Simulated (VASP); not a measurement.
# Si2W (I4/mmm) in VASP: notebook

Si2W is run at these levels: PBEsol; tasks: single point.

Program: VASP 6.6.1. These are calculated values, not measurements. Logs are shortened: lines on timing, memory, paths and dates and some standing lists are left out, and cuts for length are marked.

### Step 1. The cell of the first run

Symmetry: I4/mmm, No. 139, tetragonal system. Conventional cell: a = 3.215 Å, b = 3.215 Å, c = 7.698 Å, α = 90.00°, β = 90.00°, γ = 90.00°. Si (site symmetry 4mm) has 9 Si at 2.55 to 3.21 Å and 5 W at 2.58 to 2.61 Å within 3.4 Å. Within 3.4 Å of W (site symmetry 4/mmm) lie 10 Si at 2.58 to 2.61 Å and 4 W at 3.21 Å.

### Step 2. Single point, PBEsol (uniaxial strain along c: -1.5 %)

The input, INCAR:

```
ALGO     = Normal         # electronic algorithm
EDIFF    = 1E-6           # SCF threshold, eV
ENCUT    = 520            # plane-wave cutoff, eV
GGA      = PS             # functional
ISIF     = 2              # what is computed and relaxed
ISMEAR   = 0              # smearing method
LASPH    = True           # aspherical terms in the spheres
LCHARG   = False          # write CHGCAR
LREAL    = False          # projectors in reciprocal space
LWAVE    = False          # write WAVECAR
NBANDS   = 31             # bands
NELM     = 60             # most SCF steps
PREC     = Accurate       # precision mode
SIGMA    = 0.1            # smearing width, eV
```

The input, KPOINTS:

```
k-points
0
Gamma
  12 12 6
```

The input, POSCAR:

```
Si2W
1.0
    3.2145089356      0.0000000000      0.0000000000
    0.0000000000      3.2145089356      0.0000000000
    0.0000000000      0.0000000000      7.6984965414
Si W
4 2
Direct
    0.0000000000      0.0000000000      0.3344989446
    0.5000000000      0.5000000000      0.1655010554
    0.5000000000      0.5000000000      0.8344989446
    0.0000000000      0.0000000000      0.6655010554
    0.0000000000      0.0000000000      0.0000000000
    0.5000000000      0.5000000000      0.5000000000
```

Potentials or basis: VASP PAW PBE potentials, release 64 (Si, W_sv).

Started as:

```
$ cat potpaw_PBE.64/Si/POTCAR potpaw_PBE.64/W_sv/POTCAR > POTCAR
$ mpirun -np 1 vasp_std > vasp.out
```

OUTCAR:

```text
EDIFF = 1E-6
   ENCUT = 520
   GGA = PS
   ISIF = 2
   ISMEAR = 0
   LASPH = True
   LREAL = False
   NELM = 60
   PREC = Accurate

 ion  position               nearest neighbor table
   1  0.000  0.000  0.334-   4 2.55   5 2.58   6 2.61   6 2.61   6 2.61   6 2.61   2 2.62   2 2.62
                             2 2.62   2 2.62
   2  0.500  0.500  0.166-   3 2.55   6 2.58   5 2.61   5 2.61   5 2.61   5 2.61   1 2.62   1 2.62
                             1 2.62   1 2.62
   3  0.500  0.500  0.834-   2 2.55   6 2.58   5 2.61   5 2.61   5 2.61   5 2.61   4 2.62   4 2.62
                             4 2.62   4 2.62
   4  0.000  0.000  0.666-   1 2.55   5 2.58   6 2.61   6 2.61   6 2.61   6 2.61   3 2.62   3 2.62
                             3 2.62   3 2.62
   5  0.000  0.000  0.000-   1 2.58   4 2.58   3 2.61   2 2.61   2 2.61   3 2.61   2 2.61   3 2.61
                             2 2.61   3 2.61
   6  0.500  0.500  0.500-   2 2.58   3 2.58   1 2.61   4 2.61   1 2.61   4 2.61   1 2.61   4 2.61
                             1 2.61   4 2.61

  LATTYP: Found a simple tetragonal cell.
 ALAT       =     3.2145089356
 C/A-ratio  =     2.3949214937

  Lattice vectors:

 A1 = (   3.2145089356,   0.0000000000,   0.0000000000)
 A2 = (   0.0000000000,   3.2145089356,   0.0000000000)
 A3 = (   0.0000000000,   0.0000000000,   7.6984965414)

Analysis of symmetry for initial positions (statically):
=====================================================================
 Subroutine PRICEL returns following result:

  LATTYP: Found a body centered tetragonal cell.
 ALAT       =     3.2145089356
 C/A-ratio  =     2.3949214937

  Lattice vectors:

 A1 = (   1.6072544678,  -1.6072544678,  -3.8492482707)
 A2 = (  -1.6072544678,   1.6072544678,  -3.8492482707)
 A3 = (   1.6072544678,   1.6072544678,   3.8492482707)

   2 primitive cells build up your supercell.

 Routine SETGRP: Setting up the symmetry group for a
 simple tetragonal supercell.

 Subroutine GETGRP returns: Found 16 space group operations
 (whereof 16 operations were pure point group operations)
 out of a pool of 16 trial point group operations.

The static configuration has the point symmetry D_4h.

Analysis of symmetry for dynamics (positions and initial velocities):
=====================================================================
 Subroutine PRICEL returns following result:

  LATTYP: Found a body centered tetragonal cell.
 ALAT       =     3.2145089356
 C/A-ratio  =     2.3949214937

  Lattice vectors:

 A1 = (   1.6072544678,  -1.6072544678,  -3.8492482707)
 A2 = (  -1.6072544678,   1.6072544678,  -3.8492482707)
 A3 = (   1.6072544678,   1.6072544678,   3.8492482707)

   2 primitive cells build up your supercell.

 Routine SETGRP: Setting up the symmetry group for a
 simple tetragonal supercell.

 Subroutine GETGRP returns: Found 16 space group operations
 (whereof 16 operations were pure point group operations)
 out of a pool of 16 trial point group operations.

The dynamic configuration has the point symmetry D_4h.

 Subroutine INISYM returns: Found 16 space group operations
 (whereof 16 operations are pure point group operations),
 and found     2 'primitive' translations

----------------------------------------------------------------------------------------

                                     Primitive cell

  volume of cell :      39.7745

  direct lattice vectors                    reciprocal lattice vectors
     1.607254468 -1.607254468 -3.849248271     0.311089507  0.000000000 -0.129895493
    -1.607254468  1.607254468 -3.849248271     0.000000000  0.311089507 -0.129895493
     1.607254468  1.607254468  3.849248271     0.311089507  0.311089507  0.000000000

  length of vectors
     4.470262419  4.470262419  4.470262419     0.337119445  0.337119445  0.439947000

  position of ions in fractional coordinates (direct lattice)
     0.665501055  0.665501055  0.000000000
     0.334498945  0.334498945  0.000000000
     0.000000000  0.000000000  0.000000000

  ion indices of the primitive-cell ions
   primitive index   ion index
                 1           1
                 2           4
                 3           5

----------------------------------------------------------------------------------------

 KPOINTS: k-points

Automatic generation of k-mesh.
 Grid dimensions read from file:
 generate k-points for:   12   12    6

 Generating k-lattice:

  Cartesian coordinates                     Fractional coordinates (reciprocal lattice)
     0.025924126  0.000000000  0.000000000     0.083333333  0.000000000  0.000000000
     0.000000000  0.025924126  0.000000000     0.000000000  0.083333333  0.000000000
     0.000000000  0.000000000  0.021649249     0.000000000  0.000000000  0.166666667

  Length of vectors
     0.025924126  0.025924126  0.021649249

  Shift w.r.t. Gamma in fractional coordinates (k-lattice)
     0.000000000  0.000000000  0.000000000

 Subroutine IBZKPT returns following result:
 ===========================================

 Found    112 irreducible k-points:

 Following reciprocal coordinates:
            Coordinates               Weight
  0.000000  0.000000  0.000000      1.000000
  0.083333  0.000000  0.000000      4.000000
  0.166667  0.000000  0.000000      4.000000
  0.250000  0.000000  0.000000      4.000000
  0.333333  0.000000  0.000000      4.000000
  0.416667  0.000000  0.000000      4.000000
[... 16 lines left out ...]
  0.333333  0.333333  0.000000      4.000000
  0.416667  0.333333  0.000000      8.000000
 [... further k-points ...]
   k-points           NKPTS =    112   k-points in BZ     NKDIM =    112   number of bands    NBANDS=     31
   number of dos      NEDOS =    301   number of ions     NIONS =      6
   total plane-waves  NPLWV =  34560
   dimension x,y,z NGX =    24 NGY =   24 NGZ =   60
   dimension x,y,z NGXF=    48 NGYF=   48 NGZF=  120
   ions per type =               4   2
   NGX,Y,Z   is equivalent  to a cutoff of  12.41, 12.41, 12.96 a.u.
   NGXF,Y,Z  is equivalent  to a cutoff of  24.82, 24.82, 25.91 a.u.
 SYSTEM =  unknown system
   PREC   = accura    normal or accurate (medium, high low for compatibility)
   ISTART =      0    job   : 0-new  1-cont  2-samecut
   ICHARG =      2    charge: 1-file 2-atom 10-const
   ISPIN  =      1    spin polarized calculation?
   LNONCOLLINEAR =      F non collinear calculations
   LSORBIT =      F    spin-orbit coupling
   LASPH  =      T    aspherical Exc in radial PAW
   ENCUT  =  520.0 eV  38.22 Ry    6.18 a.u.   5.98  5.98 14.31*2*pi/ulx,y,z
   NELM   =     60;   NELMIN=  2; NELMDL= -5     # of ELM steps
   EDIFF  = 0.1E-05   stopping-criterion for ELM
   LREAL  =      F    real-space projection
   EDIFFG = 0.1E-04   stopping-criterion for IOM
   NSW    =      0    number of steps for IOM
   IBRION =     -1    ionic relax: 0-MD 1-quasi-New 2-CG
   NFREE  =      0    steps in history (QN), initial steepest desc. (CG)
   ISIF   =      2    stress and relaxation
   ISYM   =      2    0-nonsym 1-usesym 2-fastsym
   POTIM  = 0.5000    time-step for ionic-motion
   TEBEG  =    0.0;   TEEND  =   0.0 temperature during run
   PSTRESS=    0.0 pullay stress
   NELECT =      44.0000    total number of electrons
   NUPDOWN=      -1.0000    fix difference up-down
   EMIN   =  10.00;   EMAX   =-10.00  energy-range for DOS
   EFERMI =   0.00;   METHOD = LEGACY
   ISMEAR =     0;   SIGMA  =   0.10  broadening in eV -4-tet -1-fermi 0-gaus
   EFERMI_NEDOS =   21; number of points for ismear=-14 and -15
   IALGO  =     38    algorithm
   IMIX   =      4    mixing-type and parameters
     AMIX     =   0.40;   BMIX     =  1.00
     AMIX_MAG =   1.60;   BMIX_MAG =  1.00
  volume/ion in A,a.u.               =      13.26        89.47
  Fermi-wavevector in a.u.,A,eV,Ry     =   1.343839  2.539488 24.570815  1.805904
  Thomas-Fermi vector in A             =   2.471881
   LORBIT       =      0    0 simple, 1 ext, 2 COOP (PROOUT), +10 PAW based schemes
   GGA     = PS    functional components
   LHFCALC =     F    Hartree Fock is set to
   AEXX    =    0.0000 exact exchange contribution
   IVDW    =     0    specifies the selected vdW correction
   LEPSILON=     F    determine dielectric tensor
   LRPA    =     F    only Hartree local field effects (RPA)
 non-spin polarized calculation
 Gauss-broadening in eV      SIGMA  =   0.10
  energy-cutoff  :      520.00
  volume of cell :       79.55
 maximum number of plane-waves:      2166
 NGX is ok and might be reduce to    24

 number of electron      43.9999997 magnetization

 Free energy of the ion-electron system (eV)
  ---------------------------------------------------
  ext. energy  EPLUGINS =         0.00000000
  ---------------------------------------------------
  free energy    TOTEN  =       -53.24587258 eV

  energy without entropy =      -53.24221573  energy(sigma->0) =      -53.24404415

 E-fermi :  12.0980     XC(G=0): -12.6827

 val. band max:       11.8746471057   @ k =   0.0833   0.0000   0.1667
 cond. band min:      12.0987434459   @ k =   0.0833   0.0000   0.0000
 fundamental gap:      0.2240963402
 Fermi energy:        12.0980308331

 k-point     1 :       0.0000    0.0000    0.0000
  band No.  band energies     occupation
      1     -61.6780      2.00000
      2     -61.6778      2.00000
      3     -25.9701      2.00000
      4     -25.9494      2.00000
      5     -25.9441      2.00000
      6     -25.9441      2.00000
[... 23 lines left out ...]
     30      16.9891      0.00000
     31      17.2892      0.00000

 k-point     2 :       0.0833    0.0000    0.0000
  band No.  band energies     occupation
      1     -61.6774      2.00000
      2     -61.6773      2.00000
      3     -25.9680      2.00000
      4     -25.9590      2.00000
      5     -25.9575      2.00000
      6     -25.9480      2.00000
[... 23 lines left out ...]
     30      17.1923      0.00000
     31      17.5301      0.00000

 k-point     3 :       0.1667    0.0000    0.0000
  band No.  band energies     occupation
      1     -61.6761      2.00000
      2     -61.6759      2.00000
      3     -25.9997      2.00000
      4     -25.9984      2.00000
      5     -25.9623      2.00000
      6     -25.9444      2.00000
[... 703 lines left out ...]
     30      16.6145      0.00000
     31      17.3126      0.00000

 k-point    24 :       0.4167    0.3333    0.0000
  band No.  band energies     occupation
      1     -61.6652      2.00000
      2     -61.6652      2.00000
      3     -26.1255      2.00000
      4     -26.1255      2.00000
      5     -26.0819      2.00000
      6     -26.0815      2.00000
[... 23 lines left out ...]
     30      16.7909      0.00000
     31      17.3263      0.00000

 [... further k-points ...]
[... 5 lines left out ...]
  --------------------------------------------------------------------------------------
  -------------------------------------------------------------------------------------
  Total       -0.1135584     -0.1135584      4.2059037      0.0000000     -0.0000000      0.0000000
  in kB       -2.2871500     -2.2871500     84.7100064      0.0000000     -0.0000000      0.0000000
  external PRESSURE =      26.7119021 kB  Pullay stress =       0.0000000 kB

 VOLUME and BASIS-vectors are now :
 -----------------------------------------------------------------------------
  energy-cutoff  :      520.00
  volume of cell :       79.55
      direct lattice vectors                 reciprocal lattice vectors
     3.214508936  0.000000000  0.000000000     0.311089507  0.000000000  0.000000000
     0.000000000  3.214508936  0.000000000     0.000000000  0.311089507  0.000000000
     0.000000000  0.000000000  7.698496541     0.000000000  0.000000000  0.129895493

 POSITION                                       TOTAL-FORCE (eV/Angst)
 -----------------------------------------------------------------------------------
      0.00000      0.00000      2.57514         0.000000     -0.000000     -0.022981
      1.60725      1.60725      1.27411         0.000000      0.000000      0.022981
      1.60725      1.60725      6.42439        -0.000000      0.000000     -0.022981
      0.00000      0.00000      5.12336         0.000000     -0.000000      0.022981
      0.00000      0.00000      0.00000         0.000000     -0.000000     -0.000000
      1.60725      1.60725      3.84925        -0.000000     -0.000000     -0.000000
 -----------------------------------------------------------------------------------
    total drift:                                0.000000      0.000000     -0.000000

  FREE ENERGIE OF THE ION-ELECTRON SYSTEM (eV)
  ---------------------------------------------------
  free  energy   TOTEN  =       -53.2458725790 eV

  energy  without entropy=      -53.2422157306  energy(sigma->0) =      -53.24404415
```

Run time: 2.9 min. Hardware: 1 thread of Intel Xeon Platinum 8259CL at 2.50GHz (Skylake/Cascade Lake), shared host; peak memory 0.34 GiB.

What came out:

```
Free energy            : -53.2459 eV
Pressure               : 2.7 GPa
Largest force          : 0.023 eV/Å
Band gap on the k mesh : zero (bands 22 and 23 overlap by 1.20 eV)
```

Forces in eV/Å, atoms in the order of the input:
```
Si   0.000  0.000 -0.023
Si   0.000  0.000  0.023
Si   0.000  0.000 -0.023
Si   0.000  0.000  0.023
W    0.000  0.000  0.000
W    0.000  0.000  0.000
```

Stress tensor (GPa, compression positive):
```
-0.23  0.00  0.00
 0.00 -0.23  0.00
 0.00  0.00  8.47
```

Caveat: the cell differs from its parent crystal (uniaxial strain along c: -1.5 %); the stress differs along the axes, from -0 to 8 GPa; the PAW data sets were made with another functional, which shifts forces and pressure a little; spin-orbit coupling is left out, which moves the levels of the heavy elements.

### Step 3. Single point, PBEsol

This run uses another cell than the first one: it holds 12 atoms, not 6.

The input, INCAR:

```
SYSTEM = Si2W
  PREC = Accurate
  ENCUT = 520
  EDIFF = 1E-6
  ISMEAR = 0
  SIGMA = 0.15
  LREAL = .FALSE.
  LASPH = .TRUE.
  NELM = 80
  ALGO = Normal
  ISIF = 2
  LWAVE = .FALSE.
  LCHARG = .FALSE.
  GGA = PS
  NBANDS = 56
```

The input, KPOINTS:

```
regular mesh
0
G
  10 10 6
  0 0 0
```

The input, POSCAR:

```
Si2W
1.0
    3.2024995641     -3.2024995641      0.0000000000
   -3.2024995641     -3.2024995641      0.0000000000
    0.0000000000      0.0000000000     -7.8157325223
Si W
8 4
Direct
    0.0000000000      0.5000000000      0.1655010552
    0.5000000000      0.5000000000      0.6655010552
    0.5000000000      1.0000000000      0.1655010552
    0.0000000000      1.0000000000      0.6655010552
    0.0000000000      0.5000000000      0.8344989448
    0.5000000000      0.5000000000      0.3344989448
    0.5000000000      1.0000000000      0.8344989448
    0.0000000000      1.0000000000      0.3344989448
    0.0000000000      0.0000000000      0.0000000000
    0.5000000000      0.0000000000      0.5000000000
    0.5000000000      0.5000000000      0.0000000000
    0.0000000000      0.5000000000      0.5000000000
```

Potentials or basis: VASP PAW PBE potentials, release 64 (Si, W_sv).

Started as:

```
$ cat potpaw_PBE.64/Si/POTCAR potpaw_PBE.64/W_sv/POTCAR > POTCAR
$ mpirun -np 1 vasp_std > vasp.out
```

Run time: 4.9 min. Hardware: 1 thread of Intel Xeon 6975P-C (Granite Rapids), shared host; peak memory 0.61 GiB.

The run converged. Its results:

| Property | Result |
| --- | --- |
| Free energy | -106.5606 eV |
| Pressure | 0.4 GPa |
| Largest force | 0.009 eV/Å |
| Band gap on the k mesh | zero (bands 44 and 45 overlap by 1.24 eV) |

Forces in eV/Å, atoms in the order of the input:
```
Si   0.000  0.000 -0.009
Si   0.000  0.000 -0.009
Si   0.000  0.000 -0.009
Si   0.000  0.000 -0.009
Si   0.000  0.000  0.009
Si   0.000  0.000  0.009
Si   0.000  0.000  0.009
Si   0.000  0.000  0.009
W    0.000  0.000  0.000
W    0.000  0.000  0.000
W    0.000  0.000  0.000
W    0.000  0.000  0.000
```

Levels at points of the mesh, in eV from the Fermi level:
```
           k point  band 41  band 42  band 43  band 44  band 45  band 46  band 47  band 48
(0.00, 0.00, 0.00)    -0.85    -0.85    -0.54    -0.54     0.59     0.77     2.79     2.80
(0.50, 0.00, 0.00)    -2.01    -2.01    -0.93    -0.93     0.31     0.31     1.97     1.97
(0.50, 0.50, 0.00)    -0.74    -0.74    -0.74    -0.74     2.09     2.09     2.09     2.09
(0.00, 0.00, 0.50)    -2.32    -2.32     0.07     0.07     0.68     0.68     1.56     1.56
(0.50, 0.00, 0.50)    -2.48    -2.48    -2.48    -2.48     1.74     1.74     1.74     1.74
(0.50, 0.50, 0.50)    -0.48    -0.48    -0.48    -0.48     2.70     2.70     2.70     2.70
```

Caveat: the PAW data sets were made with another functional, which shifts forces and pressure a little; spin-orbit coupling is left out, which moves the levels of the heavy elements.

### Step 4. Single point, PBEsol

This run uses another cell than the first one: it holds 3 atoms, not 6.

The input, INCAR:

```
PREC     = Accurate       # precision mode
ENCUT    = 520            # plane-wave cutoff, eV
EDIFF    = 1E-6           # SCF threshold, eV
ISMEAR   = -1             # smearing method
SIGMA    = 0.15           # smearing width, eV
LREAL    = False          # projectors in reciprocal space
LASPH    = True           # aspherical terms in the spheres
NELM     = 80             # most SCF steps
ALGO     = Normal         # electronic algorithm
ISIF     = 2              # what is computed and relaxed
LWAVE    = False          # write WAVECAR
LCHARG   = False          # write CHGCAR
GGA      = PS             # functional
NBANDS   = 18             # bands
```

The input, KPOINTS:

```
regular mesh
0
Gamma
  18 18 18
```

The input, POSCAR:

```
Si2W
1.0
   -1.5629915398      1.5629915398      3.8359839218
    1.5629915398     -1.5629915398      3.8359839218
    1.5629915398      1.5629915398     -3.8359839218
Si W
2 1
Direct
    0.3334089076      0.3334089076      0.0000000000
    0.6665910924      0.6665910924      0.0000000000
    0.0000000000      0.0000000000      0.0000000000
```

Started as:

```
$ cat potpaw_PBE.64/Si/POTCAR potpaw_PBE.64/W_sv/POTCAR > POTCAR
$ mpirun -np 1 vasp_std > vasp.out
```

Wall time 8.2 min (1 thread of Intel Xeon 8259CL, shared host); peak memory 0.45 GiB.

It converged, with:

* Free energy: -26.5060 eV
* Pressure: 18.5 GPa
* Largest force: 0.005 eV/Å
* Band gap on the k mesh: zero (bands 11 and 12 overlap by 1.49 eV)

Forces in eV/Å, atoms in the order of the input:
```
Si   0.000  0.000 -0.005
Si   0.000  0.000  0.005
W    0.000  0.000  0.000
```

Levels at points of the mesh, in eV from the Fermi level:
```tsv
k point	band 9	band 10	band 11	band 12	band 13	band 14
(0.00, 0.00, 0.00)	-3.07	-3.07	0.72	2.56	3.25	3.42
(0.50, 0.00, 0.00)	-3.11	-2.97	-0.55	2.92	3.06	4.09
(0.50, 0.50, 0.00)	-5.36	-3.64	-1.71	2.99	3.35	3.52
(0.50, 0.50, 0.50)	-0.82	-0.82	-0.58	-0.58	0.93	4.68
```

Caveat: the cell stands under pressure; the PAW data sets were made with another functional, which shifts forces and pressure a little; spin-orbit coupling is left out, which moves the levels of the heavy elements.

### Step 5. Overview

```tsv
cell	k mesh	smearing	gap on the mesh (eV)	pressure (GPa)	largest force (eV/Å)
a = 3.215, b = 3.215, c = 7.698 Å, 6 atoms, atomic positions A	12 × 12 × 6	gaussian 0.1 eV	none	2.7	0.02
a = 4.529, b = 4.529, c = 7.816 Å, 12 atoms, atomic positions B	10 × 10 × 6	gaussian 0.15 eV	none	0.4	0.01
a = 4.427 Å, angles 138.7, 138.7, 59.9°, 3 atoms, atomic positions C	18 × 18 × 18	fermi-dirac 0.15 eV	none	18.5	0.01
```

Alike in all rows: task single point; level PBEsol; potentials or basis VASP PAW PBE potentials, release 64 (Si, W_sv); no spin polarisation; cutoff (eV) 520.

Caveats: the PAW data sets were made with another functional, which shifts forces and pressure a little; spin-orbit coupling is left out, which moves the levels of the heavy elements; the stress differs along the axes, from -0 to 8 GPa (at least some runs); the cell stands under pressure (at least some runs).

Absolute energies hang on the potentials; compare differences alone.

The gap in the log of VASP goes by the Fermi energy; the results here count the filled bands.